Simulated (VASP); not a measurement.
# Si4Sn15C (P1) in VASP: single point with PBE

Aim: the single point of Si4Sn15C with PBE.

All numbers are computed with VASP 6.6.1; they aren't measurements. Logs are shortened: lines on timing, memory, paths and dates and some standing lists are left out, and cuts for length are marked.

## 1. The cell of the first run

The typed cell holds 20 atoms: a = 7.594 Å, b = 7.539 Å, c = 11.760 Å, α = 84.29°, β = 70.97°, γ = 72.73°.

## 2. Single point, PBE

The input, INCAR:

```
SYSTEM = Si4Sn15C
  ALGO = Normal
  EDIFF = 1E-7
  ENCUT = 520
  GGA = PE
  ISIF = 2
  ISMEAR = 0
  ISYM = 0
  LASPH = .True.
  LCHARG = .True.
  LELF = .True.
  LREAL = Auto
  LVHAR = .True.
  LWAVE = .False.
  NBANDS = 131
  NELM = 60
  PREC = Accurate
  SIGMA = 0.1
```

The input, KPOINTS:

```
Automatic mesh
0
Gamma
  2 2 2
  0.5 0.5 0.5
```

The input, POSCAR:

```
Si4Sn15C
1.0
    3.1983346923      3.1796802950      6.1098231002
   -3.1453261435     -3.1662103872      6.0765838719
    9.4586109408     -6.2723907550      3.0796232007
C Si Sn
1 4 15
Direct
    0.4815065718      0.3808978978      0.8016707336
   -0.0193774625      1.0150360329      0.0212245166
    0.8918194590      0.5096872514      0.1810834733
    0.7987037056      0.8533480804      0.1773445180
    0.8864259038      0.3564562219      1.0101856763
    0.1918279372      0.9933253428      0.6136381428
    0.1493574308      0.4755705159      0.8263069107
    0.5831641970      1.0651661943      0.7995362801
    0.4290786416      0.9807144215      0.1883689146
    0.2896972708      0.4896627445      0.3939462003
    0.8061966076     -0.0142767668      0.3725184369
    0.6662700848      0.4865524323      0.6317351430
    0.5301911565      0.4822555077      0.9611708721
    0.5827791135      0.8810607873      0.5996395556
    0.9614333618      0.8801235239      0.8316138666
    0.3570906167      0.8816395308      0.9864596843
    0.6841843938      0.3822648585      0.3889315135
    0.1768673391      0.8760358494      0.3989690811
    0.0677356661      0.3800123559      0.6210738626
    0.2642068495      0.3750702932      0.1767032029
```

Potentials or basis: VASP PAW PBE potentials, release 64 (C, Si, Sn_d).

The run is started by

```bash
cat potpaw_PBE.64/C/POTCAR potpaw_PBE.64/Si/POTCAR potpaw_PBE.64/Sn_d/POTCAR > POTCAR
mpirun -np 1 vasp_std > vasp.out
```

OUTCAR:

```text
SYSTEM = Si4Sn15C
   EDIFF = 1E-7
   ENCUT = 520
   GGA = PE
   ISIF = 2
   ISMEAR = 0
   ISYM = 0
   LASPH = .True.
   LREAL = Auto
   NELM = 60
   PREC = Accurate

 ion  position               nearest neighbor table
   1  0.482  0.381  0.802-  12 2.26  13 2.27   8 2.27   7 2.33
   2  0.981  0.015  0.021-   4 2.38   5 2.46  15 2.60  16 2.64
   3  0.892  0.510  0.181-   5 2.43   4 2.47  20 2.69  17 2.70
   4  0.799  0.853  0.177-   2 2.38   3 2.47  11 2.62   9 2.65
   5  0.886  0.356  0.010-   3 2.43   2 2.46   7 2.71  13 2.82
   6  0.192  0.993  0.614-  19 2.79  14 2.79  18 2.80  15 2.81
   7  0.149  0.476  0.826-   1 2.33   5 2.71  19 2.88  15 2.96  13 3.74   8 3.74
   8  0.583  0.065  0.800-   1 2.27  16 2.84  14 2.85  15 2.93  12 3.68  13 3.69   7 3.74
   9  0.429  0.981  0.188-   4 2.65  18 2.80  16 2.82  20 2.87
  10  0.290  0.490  0.394-  18 2.78  17 2.84  19 2.85  20 2.86
  11  0.806  0.986  0.373-   4 2.62  18 2.80  14 2.84  17 2.86
  12  0.666  0.487  0.632-   1 2.26  14 2.86  19 2.88  17 2.99  13 3.67   8 3.68
  13  0.530  0.482  0.961-   1 2.27   5 2.82  20 2.89  16 2.91  12 3.67   8 3.69   7 3.74
  14  0.583  0.881  0.600-   6 2.79  11 2.84   8 2.85  12 2.86
  15  0.961  0.880  0.832-   2 2.60   6 2.81   8 2.93   7 2.96
  16  0.357  0.882  0.986-   2 2.64   9 2.82   8 2.84  13 2.91
  17  0.684  0.382  0.389-   3 2.70  10 2.84  11 2.86  12 2.99
  18  0.177  0.876  0.399-  10 2.78   9 2.80  11 2.80   6 2.80
  19  0.068  0.380  0.621-   6 2.79  10 2.85  12 2.88   7 2.88
  20  0.264  0.375  0.177-   3 2.69  10 2.86   9 2.87  13 2.89

IMPORTANT INFORMATION: All symmetrisations will be switched off!
NOSYMM: (Re-)initialisation of all symmetry stuff for point group C_1.

----------------------------------------------------------------------------------------

                                     Primitive cell

  volume of cell :     607.7883

  direct lattice vectors                    reciprocal lattice vectors
     3.198334692  3.179680295  6.109823100     0.046667523  0.110503055  0.081733505
    -3.145326144 -3.166210387  6.076583872    -0.079164762 -0.078877424  0.082490178
     9.458610941 -6.272390755  3.079623201     0.063618501 -0.063595065 -0.000206435

  length of vectors
     7.594053588  7.539418832 11.759774053     0.145152157  0.138900457  0.089953813

  position of ions in fractional coordinates (direct lattice)
     0.481506572  0.380897898  0.801670734
     0.980622537  0.015036033  0.021224517
     0.891819459  0.509687251  0.181083473
     0.798703706  0.853348080  0.177344518
     0.886425904  0.356456222  0.010185676
     0.191827937  0.993325343  0.613638143
[... 12 lines left out ...]
     0.067735666  0.380012356  0.621073863
     0.264206849  0.375070293  0.176703203

  ion indices of the primitive-cell ions
   primitive index   ion index
                 1           1
[... 80 lines left out ...]
   PSTRESS=    0.0 pullay stress
   NELECT =     230.0000    total number of electrons
   NUPDOWN=      -1.0000    fix difference up-down
   EMIN   =  10.00;   EMAX   =-10.00  energy-range for DOS
   EFERMI =   0.00;   METHOD = LEGACY
   ISMEAR =     0;   SIGMA  =   0.10  broadening in eV -4-tet -1-fermi 0-gaus
   EFERMI_NEDOS =   21; number of points for ismear=-14 and -15
   IALGO  =     38    algorithm
   IMIX   =      4    mixing-type and parameters
     AMIX     =   0.40;   BMIX     =  1.00
     AMIX_MAG =   1.60;   BMIX_MAG =  1.00
  volume/ion in A,a.u.               =      30.39       205.08
  Fermi-wavevector in a.u.,A,eV,Ry     =   1.184132  2.237684 19.077652  1.402168
  Thomas-Fermi vector in A             =   2.320352
   LORBIT       =      0    0 simple, 1 ext, 2 COOP (PROOUT), +10 PAW based schemes
   GGA     = PE    functional components
   LHFCALC =     F    Hartree Fock is set to
   AEXX    =    0.0000 exact exchange contribution
   IVDW    =     0    specifies the selected vdW correction
   LEPSILON=     F    determine dielectric tensor
   LRPA    =     F    only Hartree local field effects (RPA)
 non-spin polarized calculation
 Gauss-broadening in eV      SIGMA  =   0.10
  energy-cutoff  :      520.00
  volume of cell :      607.79
 maximum number of plane-waves:     16384
   NGX = 29   NGY = 29   NGZ = 43

 number of electron     230.0000016 magnetization

 Free energy of the ion-electron system (eV)
  ---------------------------------------------------
  ext. energy  EPLUGINS =         0.00000000
  ---------------------------------------------------
  free energy    TOTEN  =       -84.32662365 eV

  energy without entropy =      -84.32626290  energy(sigma->0) =      -84.32644328

 E-fermi :   5.4842     XC(G=0):  -8.9978

 val. band max:        5.2740438753   @ k =  -0.2500  -0.2500   0.2500
 cond. band min:       5.6932481380   @ k =  -0.2500  -0.2500   0.2500
 fundamental gap:      0.4192042626
 Fermi energy:         5.4841760758

 k-point     1 :       0.2500    0.2500    0.2500
  band No.  band energies     occupation
      1     -16.1682      2.00000
      2     -16.1599      2.00000
      3     -16.1257      2.00000
      4     -16.1205      2.00000
      5     -16.1154      2.00000
      6     -16.1039      2.00000
[... 509 lines left out ...]
    126       7.4266      0.00000
    127       7.6622      0.00000
 [bands above 127 left out]

------------------------ aborting loop because EDIFF is reached ----------------------------------------

  FORCE on cell =-STRESS in cart. coord.  units (eV):
  Direction    XX          YY          ZZ          XY          YZ          ZX
  --------------------------------------------------------------------------------------
  -------------------------------------------------------------------------------------
  Total       -0.1612202     -0.1786982     -0.2810382     -0.0692416     -0.0502563     -0.0243806
  in kB       -0.4249890     -0.4710623     -0.7408386     -0.1825263     -0.1324795     -0.0642693
  external PRESSURE =      -0.5456300 kB  Pullay stress =       0.0000000 kB

 VOLUME and BASIS-vectors are now :
 -----------------------------------------------------------------------------
  energy-cutoff  :      520.00
  volume of cell :      607.79
      direct lattice vectors                 reciprocal lattice vectors
     3.198334692  3.179680295  6.109823100     0.046667523  0.110503055  0.081733505
    -3.145326144 -3.166210387  6.076583872    -0.079164762 -0.078877424  0.082490178
     9.458610941 -6.272390755  3.079623201     0.063618501 -0.063595065 -0.000206435

 POSITION                                       TOTAL-FORCE (eV/Angst)
 -----------------------------------------------------------------------------------
      7.92466     -4.70336      7.72532        -0.006011      0.002315     -0.013736
      3.28982      2.93733      6.14816         0.001721      0.009733     -0.011860
      2.96200      0.08610      9.10369        -0.007173      0.000560      0.002607
      1.54790     -1.27463     10.61153         0.000300     -0.001853      0.006572
      1.81026      1.62605      7.61331         0.016153     -0.010555     -0.003810
      3.29336     -6.38410      9.09783        -0.005906      0.008638     -0.016080
[... 12 lines left out ...]
      4.89587     -4.88344      4.63570         0.011807      0.006008     -0.002873
      1.33667     -1.45581      4.43758        -0.003643      0.002417      0.015859
 -----------------------------------------------------------------------------------
    total drift:                                0.002747     -0.005568     -0.012357

  FREE ENERGIE OF THE ION-ELECTRON SYSTEM (eV)
  ---------------------------------------------------
  free  energy   TOTEN  =       -84.3266236523 eV

  energy  without entropy=      -84.3262629028  energy(sigma->0) =      -84.32644328
```

stdout:

```text
POSCAR found type information on POSCAR C SiSn
 POSCAR found :  3 types and      20 ions
 scaLAPACK will be used
 LDA part: xc-table for (Slater+PW92), standard interpolation
 POSCAR, INCAR and KPOINTS ok, starting setup
 FFT: planning ... GRIDC
 FFT: planning ... GRID_SOFT
 FFT: planning ... GRID
 WAVECAR not read
 entering main loop
```

It took 18 min on 1 thread of Intel Xeon 8259CL, shared host; peak memory 0.7 GiB.

Results:

| Quantity | Value |
| --- | --- |
| Free energy | -84.3266 eV |
| Pressure | -0.1 GPa |
| Largest force | 0.033 eV/Å |
| Band gap on the k mesh | 0.42 eV |

Forces on the atoms (eV/Å):
```
C   -0.006  0.002 -0.014
Si   0.002  0.010 -0.012
Si  -0.007  0.001  0.003
Si   0.000 -0.002  0.007
Si   0.016 -0.011 -0.004
Sn  -0.006  0.009 -0.016
Sn  -0.001  0.010  0.026
Sn   0.030  0.007 -0.012
Sn   0.007  0.013 -0.006
Sn  -0.015 -0.003  0.003
Sn   0.001  0.005 -0.010
Sn  -0.019 -0.004  0.010
Sn  -0.003 -0.026  0.003
Sn  -0.008  0.007  0.006
Sn   0.007 -0.005  0.002
Sn  -0.002 -0.014 -0.007
Sn   0.002  0.001 -0.003
Sn  -0.005 -0.007  0.011
Sn   0.012  0.006 -0.003
Sn  -0.004  0.002  0.016
```

Levels at points of the mesh, in eV from the valence-band top:
```
           k point  band 111  band 112  band 113  band 114  band 115  band 116  band 117  band 118  band 119  band 120
(0.25, 0.25, 0.25)     -0.89     -0.64     -0.56     -0.35     -0.06      0.52      0.73      1.02      1.16      1.50
```

Caveat: semilocal functionals underestimate gaps, and a narrow one can read as zero; spin-orbit coupling is left out, which moves the levels of the heavy elements; a shifted mesh leaves out Γ, where band edges can lie.
